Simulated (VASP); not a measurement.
# TaN (C2) in VASP: notebook

Runs on TaN. Level: PBEsol. Tasks: single point.

Program: VASP 6.6.1. These are calculated values, not measurements. Logs are shortened: lines on timing, memory, paths and dates and some standing lists are left out, and cuts for length are marked.

### 1 The cell of the first run

Symmetry: C2, No. 5, monoclinic system. Conventional cell: a = 2.926 Å, b = 5.064 Å, c = 2.873 Å, α = 90.00°, β = 94.30°, γ = 90.00°. Within 3.0 Å of Ta (site symmetry 2) lie 6 N at 2.15 to 2.29 Å and 8 Ta at 2.87 to 2.93 Å. Within 3.0 Å of N (site symmetry 2) lie 6 Ta at 2.15 to 2.29 Å and 8 N at 2.87 to 2.93 Å.

### 2 Single point, PBEsol (strain +0.0750 x Voigt [0, 0, 0, 0, 1, 0])

Contents of INCAR:

```
PREC = Accurate
ENCUT = 520
EDIFF = 1E-6
ISMEAR = 0
SIGMA = 0.15
LREAL = F
LASPH = T
NELM = 60
ALGO = Normal
ISIF = 2
LWAVE = F
LCHARG = F
GGA = PS
NBANDS = 15
```

Contents of KPOINTS:

```
regular mesh
0
Gamma
  24 24 20
```

Contents of POSCAR:

```
TaN
1.0
    2.9239890447      0.0000000000      0.1096495892
   -1.4619945224      2.5322487931     -0.0548247946
    0.1076522866      0.0000000000      2.8707276427
Ta N
1 1
Direct
    0.3333333333      0.6666666667      0.5000000000
    0.0000000000      0.0000000000      0.0000000000
```

Potentials or basis: VASP PAW PBE potentials, release 64 (Ta_pv, N).

Started as:

```sh
$ cat potpaw_PBE.64/Ta_pv/POTCAR potpaw_PBE.64/N/POTCAR > POTCAR
$ mpirun -np 1 vasp_std > vasp.out
```

OUTCAR:

```text
PREC = Accurate
   ENCUT = 520
   EDIFF = 1E-6
   ISMEAR = 0
   LREAL = F
   LASPH = T
   NELM = 60
   ISIF = 2
   GGA = PS

 ion  position               nearest neighbor table
   1  0.333  0.667  0.500-   2 2.15   2 2.15   2 2.22   2 2.22   2 2.29   2 2.29
   2  0.000  0.000  0.000-   1 2.15   1 2.15   1 2.22   1 2.22   1 2.29   1 2.29

  LATTYP: Found a base centered monoclinic cell.
 ALAT       =     2.9260442522
 B/A-ratio  =     1.7308342423
 C/A-ratio  =     0.9817846780
 COS(beta)  =    -0.0748946794

  Lattice vectors:

 A1 = (  -1.4619945224,   2.5322487931,  -0.0548247946)
 A2 = (  -1.4619945223,  -2.5322487931,  -0.0548247946)
 A3 = (   0.1076522866,   0.0000000000,   2.8707276427)

Analysis of symmetry for initial positions (statically):
=====================================================================
 Subroutine PRICEL returns:
 Original cell was already a primitive cell.

 Routine SETGRP: Setting up the symmetry group for a
 base centered monoclinic supercell.

 Subroutine GETGRP returns: Found  2 space group operations
 (whereof  2 operations were pure point group operations)
 out of a pool of  4 trial point group operations.

The static configuration has the point symmetry C_2 .

Analysis of symmetry for dynamics (positions and initial velocities):
=====================================================================
 Subroutine PRICEL returns:
 Original cell was already a primitive cell.

 Routine SETGRP: Setting up the symmetry group for a
 base centered monoclinic supercell.

 Subroutine GETGRP returns: Found  2 space group operations
 (whereof  2 operations were pure point group operations)
 out of a pool of  4 trial point group operations.

The dynamic configuration has the point symmetry C_2 .

 Subroutine INISYM returns: Found  2 space group operations
 (whereof  2 operations are pure point group operations),
 and found     1 'primitive' translations

----------------------------------------------------------------------------------------

                                     Primitive cell

  volume of cell :      21.2257

  direct lattice vectors                    reciprocal lattice vectors
     2.923989045  0.000000000  0.109649589     0.342480158  0.197452952 -0.012843006
    -1.461994522  2.532248793 -0.054824795     0.000000000  0.394905904  0.000000000
     0.107652287  0.000000000  2.870727643    -0.013081286 -0.000000000  0.348834287

  length of vectors
     2.926044252  2.924502982  2.872745414     0.395531629  0.394905904  0.349079475

  position of ions in fractional coordinates (direct lattice)
     0.333333333  0.666666667  0.500000000
     0.000000000  0.000000000  0.000000000

  ion indices of the primitive-cell ions
   primitive index   ion index
                 1           1
                 2           2

----------------------------------------------------------------------------------------

 KPOINTS: regular mesh

Automatic generation of k-mesh.
 Grid dimensions read from file:
 generate k-points for:   24   24   20

 Generating k-lattice:

  Cartesian coordinates                     Fractional coordinates (reciprocal lattice)
     0.014270007  0.008227206 -0.000535125     0.041666667  0.000000000  0.000000000
     0.000000000  0.016454413  0.000000000     0.000000000  0.041666667  0.000000000
    -0.000654064 -0.000000000  0.017441714     0.000000000 -0.000000000  0.050000000

  Length of vectors
     0.016480485  0.016454413  0.017453974

  Shift w.r.t. Gamma in fractional coordinates (k-lattice)
     0.000000000  0.000000000  0.000000000

 Subroutine IBZKPT returns following result:
 ===========================================

 Found   3014 irreducible k-points:

 Following reciprocal coordinates:
            Coordinates               Weight
  0.000000  0.000000  0.000000      1.000000
  0.041667 -0.000000  0.000000      4.000000
  0.083333 -0.000000 -0.000000      4.000000
  0.125000 -0.000000  0.000000      4.000000
  0.166667  0.000000  0.000000      4.000000
  0.208333 -0.000000  0.000000      4.000000
[... 16 lines left out ...]
  0.375000  0.041667  0.000000      4.000000
  0.416667  0.041667 -0.000000      4.000000
 [... further k-points ...]
   k-points           NKPTS =   3014   k-points in BZ     NKDIM =   3014   number of bands    NBANDS=     15
   number of dos      NEDOS =    301   number of ions     NIONS =      2
   total plane-waves  NPLWV =  13824
   dimension x,y,z NGX =    24 NGY =   24 NGZ =   24
   dimension x,y,z NGXF=    48 NGYF=   48 NGZF=   48
   ions per type =               1   1
   NGX,Y,Z   is equivalent  to a cutoff of  13.64, 13.64, 13.89 a.u.
   NGXF,Y,Z  is equivalent  to a cutoff of  27.27, 27.29, 27.78 a.u.
 SYSTEM =  unknown system
   PREC   = accura    normal or accurate (medium, high low for compatibility)
   ISTART =      0    job   : 0-new  1-cont  2-samecut
   ICHARG =      2    charge: 1-file 2-atom 10-const
   ISPIN  =      1    spin polarized calculation?
   LNONCOLLINEAR =      F non collinear calculations
   LSORBIT =      F    spin-orbit coupling
   LASPH  =      T    aspherical Exc in radial PAW
   ENCUT  =  520.0 eV  38.22 Ry    6.18 a.u.   5.44  5.44  5.34*2*pi/ulx,y,z
   NELM   =     60;   NELMIN=  2; NELMDL= -5     # of ELM steps
   EDIFF  = 0.1E-05   stopping-criterion for ELM
   LREAL  =      F    real-space projection
   EDIFFG = 0.1E-04   stopping-criterion for IOM
   NSW    =      0    number of steps for IOM
   IBRION =     -1    ionic relax: 0-MD 1-quasi-New 2-CG
   NFREE  =      0    steps in history (QN), initial steepest desc. (CG)
   ISIF   =      2    stress and relaxation
   ISYM   =      2    0-nonsym 1-usesym 2-fastsym
   POTIM  = 0.5000    time-step for ionic-motion
   TEBEG  =    0.0;   TEEND  =   0.0 temperature during run
   PSTRESS=    0.0 pullay stress
   NELECT =      16.0000    total number of electrons
   NUPDOWN=      -1.0000    fix difference up-down
   EMIN   =  10.00;   EMAX   =-10.00  energy-range for DOS
   EFERMI =   0.00;   METHOD = LEGACY
   ISMEAR =     0;   SIGMA  =   0.15  broadening in eV -4-tet -1-fermi 0-gaus
   EFERMI_NEDOS =   21; number of points for ismear=-14 and -15
   IALGO  =     38    algorithm
   IMIX   =      4    mixing-type and parameters
     AMIX     =   0.40;   BMIX     =  1.00
     AMIX_MAG =   1.60;   BMIX_MAG =  1.00
  volume/ion in A,a.u.               =      10.61        71.62
  Fermi-wavevector in a.u.,A,eV,Ry     =   1.489912  2.815525 30.202711  2.219837
  Thomas-Fermi vector in A             =   2.602760
   LORBIT       =      0    0 simple, 1 ext, 2 COOP (PROOUT), +10 PAW based schemes
   GGA     = PS    functional components
   LHFCALC =     F    Hartree Fock is set to
   AEXX    =    0.0000 exact exchange contribution
   IVDW    =     0    specifies the selected vdW correction
   LEPSILON=     F    determine dielectric tensor
   LRPA    =     F    only Hartree local field effects (RPA)
 non-spin polarized calculation
 Gauss-broadening in eV      SIGMA  =   0.15
  energy-cutoff  :      520.00
  volume of cell :       21.23
 maximum number of plane-waves:       591
 NGX is ok and might be reduce to    24
   NGX = 11   NGY = 11   NGZ = 11

 number of electron      16.0000000 magnetization

 Free energy of the ion-electron system (eV)
  ---------------------------------------------------
  ext. energy  EPLUGINS =         0.00000000
  ---------------------------------------------------
  free energy    TOTEN  =       -23.70917483 eV

  energy without entropy =      -23.70830160  energy(sigma->0) =      -23.70873821

 E-fermi :   8.2235     XC(G=0): -13.5849

 val. band max:        8.2111901648   @ k =   0.0417  -0.0000   0.4500
 cond. band min:       8.2261106758   @ k =   0.0000   0.0417   0.3000
 fundamental gap:      0.0149205111
 Fermi energy:         8.2234657074

 k-point     1 :       0.0000    0.0000    0.0000
  band No.  band energies     occupation
      1     -26.4782      2.00000
      2     -26.2054      2.00000
      3     -26.2019      2.00000
      4      -9.6001      2.00000
      5       3.5778      2.00000
      6       3.5937      2.00000
      7       4.0031      2.00000
      8       5.3461      2.00000
      9      10.2837      0.00000
     10      11.5211      0.00000
     11      11.6291      0.00000
     12      12.7926      0.00000
     13      12.8882      0.00000
     14      21.4601      0.00000
     15      21.7985      0.00000

 k-point     2 :       0.0417   -0.0000    0.0000
  band No.  band energies     occupation
      1     -26.4758      2.00000
      2     -26.2251      2.00000
      3     -26.2070      2.00000
      4      -9.5618      2.00000
      5       3.4630      2.00000
      6       3.6184      2.00000
      7       4.0544      2.00000
      8       5.2947      2.00000
      9      10.4111      0.00000
     10      11.4757      0.00000
     11      11.6477      0.00000
     12      12.7637      0.00000
     13      12.9131      0.00000
     14      21.4544      0.00000
     15      21.7926      0.00000

 k-point     3 :       0.0833   -0.0000   -0.0000
  band No.  band energies     occupation
      1     -26.4685      2.00000
      2     -26.2845      2.00000
      3     -26.2197      2.00000
      4      -9.4492      2.00000
      5       3.1573      2.00000
      6       3.6993      2.00000
      7       4.1785      2.00000
      8       5.1583      2.00000
      9      10.7400      0.00000
     10      11.3310      0.00000
     11      11.7152      0.00000
     12      12.6899      0.00000
     13      13.0027      0.00000
     14      21.4371      0.00000
     15      21.7776      0.00000
[... 343 lines left out ...]
 k-point    23 :       0.3750    0.0417    0.0000
  band No.  band energies     occupation
      1     -27.1901      2.00000
      2     -26.4364      2.00000
      3     -26.3457      2.00000
      4      -7.4603      2.00000
      5       0.1520      2.00000
      6       3.0900      2.00000
      7       4.6237      2.00000
      8       5.3450      2.00000
      9      11.0224      0.00000
     10      11.5847      0.00000
     11      13.1727      0.00000
     12      13.8139      0.00000
     13      15.4857      0.00000
     14      21.2546      0.00000
     15      21.7566      0.00000

 k-point    24 :       0.4167    0.0417   -0.0000
  band No.  band energies     occupation
      1     -27.2551      2.00000
      2     -26.4527      2.00000
      3     -26.3362      2.00000
      4      -7.2897      2.00000
      5      -0.0140      2.00000
      6       2.9759      2.00000
      7       4.5711      2.00000
      8       5.3299      2.00000
      9      11.0214      0.00000
     10      12.0383      0.00000
     11      13.3303      0.00000
     12      13.7789      0.00000
     13      15.8743      0.00000
     14      20.4784      0.00000
     15      21.7181      0.00000

 [... further k-points ...]

------------------------ aborting loop because EDIFF is reached ----------------------------------------

  FORCE on cell =-STRESS in cart. coord.  units (eV):
  Direction    XX          YY          ZZ          XY          YZ          ZX
  --------------------------------------------------------------------------------------
  -------------------------------------------------------------------------------------
  Total        0.5400527      0.2330408      0.5120570     -0.0000000      0.0000000     -2.5618548
  in kB       40.7646582     17.5905549     38.6514637     -0.0000000      0.0000000   -193.3758118
  external PRESSURE =      32.3355590 kB  Pullay stress =       0.0000000 kB

 VOLUME and BASIS-vectors are now :
 -----------------------------------------------------------------------------
  energy-cutoff  :      520.00
  volume of cell :       21.23
      direct lattice vectors                 reciprocal lattice vectors
     2.923989045  0.000000000  0.109649589     0.342480158  0.197452952 -0.012843006
    -1.461994522  2.532248793 -0.054824795     0.000000000  0.394905904  0.000000000
     0.107652287  0.000000000  2.870727643    -0.013081286 -0.000000000  0.348834287

 POSITION                                       TOTAL-FORCE (eV/Angst)
 -----------------------------------------------------------------------------------
      0.05383      1.68817      1.43536         0.000000     -0.148139      0.000000
      0.00000      0.00000      0.00000        -0.000000      0.148139     -0.000000
 -----------------------------------------------------------------------------------
    total drift:                                0.000000     -0.000131      0.000000

  FREE ENERGIE OF THE ION-ELECTRON SYSTEM (eV)
  ---------------------------------------------------
  free  energy   TOTEN  =       -23.7091748305 eV

  energy  without entropy=      -23.7083015959  energy(sigma->0) =      -23.70873821
```

Wall time 9.8 min (1 thread of AMD EPYC 9R45 (Zen 5), shared host); peak memory 0.95 GiB.

What came out:

* Free energy: -23.7092 eV
* Pressure: 3.2 GPa
* Largest force: 0.148 eV/Å
* Band gap on the k mesh: zero (bands 8 and 9 overlap by 0.44 eV)

Forces on the atoms (eV/Å):
```
Ta   0.000 -0.148  0.000
N    0.000  0.148  0.000
```

Stress tensor (GPa, compression positive):
```
  4.08   0.00 -19.34
  0.00   1.76   0.00
-19.34   0.00   3.87
```

Caveat: the cell differs from its parent crystal (strain +0.0750 x Voigt [0, 0, 0, 0, 1, 0]); the cell stands under pressure; the PAW data sets were made with another functional, which shifts forces and pressure a little; spin-orbit coupling is left out, which moves the levels of the heavy elements.

### 3 Single point, PBEsol (strain -0.1000 x Voigt [0, 0, 0, 0, 1, 0])

Contents of INCAR:

```
SYSTEM = TaN
PREC = Accurate ; ENCUT = 520
EDIFF = 1E-6 ; ISMEAR = 0
SIGMA = 0.15 ; LREAL = .FALSE.
LASPH = .TRUE. ; NELM = 100
ALGO = Normal ; ISIF = 2
LWAVE = .FALSE. ; LCHARG = .FALSE.
GGA = PS ; NBANDS = 15
```

Contents of KPOINTS:

```
regular mesh
0
G
  24 24 20
  0 0 0
```

Contents of POSCAR:

```
TaN
1.0
    2.9239890447      0.0000000000     -0.1461994522
   -1.4619945224      2.5322487931      0.0730997261
   -0.1435363821      0.0000000000      2.8707276427
Ta N
1 1
Direct
    0.3333333333      0.6666666667      0.5000000000
    0.0000000000      0.0000000000      0.0000000000
```

Potentials or basis: VASP PAW PBE potentials, release 64 (Ta_pv, N).

Started as:

```sh
$ cat potpaw_PBE.64/Ta_pv/POTCAR potpaw_PBE.64/N/POTCAR > POTCAR
$ mpirun -np 1 vasp_std > vasp.out
```

Run time: 21 min. Hardware: 1 thread of Oxide Virtual Turin-like, shared host; peak memory 0.95 GiB.

Results (log left out):

```
Free energy            : -23.6335 eV
Pressure               : 5.1 GPa
Largest force          : 0.265 eV/Å
Band gap on the k mesh : zero (bands 8 and 9 overlap by 0.45 eV)
```

Forces on the atoms (eV/Å):
```
Ta   0.000 -0.265  0.000
N    0.000  0.265  0.000
```

Stress tensor (GPa, compression positive):
```
 6.65  0.00 25.80
 0.00  2.54  0.00
25.80  0.00  6.10
```

Levels at points of the mesh, in eV from the Fermi level:
```csv
k point,band 6,band 7,band 8,band 9,band 10,band 11
"(0.00, 0.00, 0.00)",-4.66,-4.18,-2.86,1.86,3.14,3.35
"(0.50, 0.00, 0.00)",-5.37,-3.38,-3.16,2.78,4.43,5.15
"(0.00, 0.50, 0.00)",-5.27,-3.45,-3.14,2.15,4.84,5.05
"(0.00, 0.00, 0.50)",-3.82,-3.78,-0.15,-0.04,2.23,3.39
"(0.50, 0.00, 0.50)",-6.25,-5.79,-0.18,4.36,5.38,6.13
"(0.00, 0.50, 0.50)",-6.19,-5.75,-0.19,4.25,5.46,6.22
```

Caveat: the cell differs from its parent crystal (strain -0.1000 x Voigt [0, 0, 0, 0, 1, 0]); the cell stands under pressure; the PAW data sets were made with another functional, which shifts forces and pressure a little; spin-orbit coupling is left out, which moves the levels of the heavy elements.

### 4 Single point, PBEsol (strain +0.0875 x Voigt [0, 0, 0, 0, 1, 0])

Contents of INCAR:

```
  PREC = Accurate
  ENCUT = 520
  EDIFF = 1E-7
  ISMEAR = 0
  SIGMA = 0.15
  LREAL = F
  LASPH = T
  NELM = 80
  ALGO = Normal
  ISIF = 2
  LWAVE = F
  LCHARG = F
  GGA = PS
  NBANDS = 15
```

Contents of KPOINTS:

```
regular mesh
0
Gamma
  24 24 20
```

Contents of POSCAR:

```
TaN
1.0
    2.9239890447      0.0000000000      0.1279245207
   -1.4619945224      2.5322487931     -0.0639622604
    0.1255943344      0.0000000000      2.8707276427
Ta N
1 1
Direct
    0.3333333333      0.6666666667      0.5000000000
    0.0000000000      0.0000000000      0.0000000000
```

Started as:

```sh
$ cat potpaw_PBE.64/Ta_pv/POTCAR potpaw_PBE.64/N/POTCAR > POTCAR
$ mpirun -np 1 vasp_std > vasp.out
```

Wall time 24 min (1 thread of Oxide Virtual Turin-like, shared host); peak memory 0.95 GiB.

Results (log left out):

```yaml
Free_energy: -23.6741 eV
Pressure: 4.1 GPa
Largest_force: 0.202 eV/Å
Band_gap_on_the_k_mesh: zero (bands 8 and 9 overlap by 0.45 eV)
```

Forces on the atoms (eV/Å):
```
Ta   0.000 -0.202  0.000
N    0.000  0.202  0.000
```

Stress tensor (GPa, compression positive):
```
  5.27   0.00 -22.57
  0.00   2.12   0.00
-22.57   0.00   4.91
```

Levels at points of the mesh, in eV from the Fermi level:
```csv
k point,band 6,band 7,band 8,band 9,band 10,band 11
"(0.00, 0.00, 0.00)",-4.64,-4.20,-2.87,1.96,3.22,3.38
"(0.50, 0.00, 0.00)",-5.34,-3.41,-3.16,2.84,4.39,5.17
"(0.00, 0.50, 0.00)",-5.27,-3.47,-3.14,2.31,4.73,5.08
"(0.00, 0.00, 0.50)",-3.81,-3.77,-0.13,-0.05,2.28,3.39
"(0.50, 0.00, 0.50)",-6.25,-5.78,-0.20,4.34,5.41,6.15
"(0.00, 0.50, 0.50)",-6.20,-5.75,-0.21,4.26,5.47,6.22
```

Caveat: the cell differs from its parent crystal (strain +0.0875 x Voigt [0, 0, 0, 0, 1, 0]); the cell stands under pressure; the PAW data sets were made with another functional, which shifts forces and pressure a little; spin-orbit coupling is left out, which moves the levels of the heavy elements.

### 5 The runs side by side

| cell | gap on the mesh (eV) | pressure (GPa) | largest force (eV/Å) |
| --- | --- | --- | --- |
| a = 2.926, b = 2.925, c = 2.873 Å, angles 92.1, 85.7, 120.0°, 2 atoms | none | 3.2 | 0.15 |
| a = 2.928, b = 2.925, c = 2.874 Å, angles 87.1, 95.7, 120.0°, 2 atoms | none | 5.1 | 0.27 |
| a = 2.927, b = 2.925, c = 2.873 Å, angles 92.5, 85.0, 120.0°, 2 atoms | none | 4.1 | 0.20 |

Alike in all rows: task single point; level PBEsol; potentials or basis VASP PAW PBE potentials, release 64 (Ta_pv, N); no spin polarisation; k mesh 24 × 24 × 20; cutoff (eV) 520; smearing gaussian 0.15 eV.

Caveats: the cell stands under pressure; the PAW data sets were made with another functional, which shifts forces and pressure a little; spin-orbit coupling is left out, which moves the levels of the heavy elements.

Absolute energies hang on the potentials; compare differences alone.
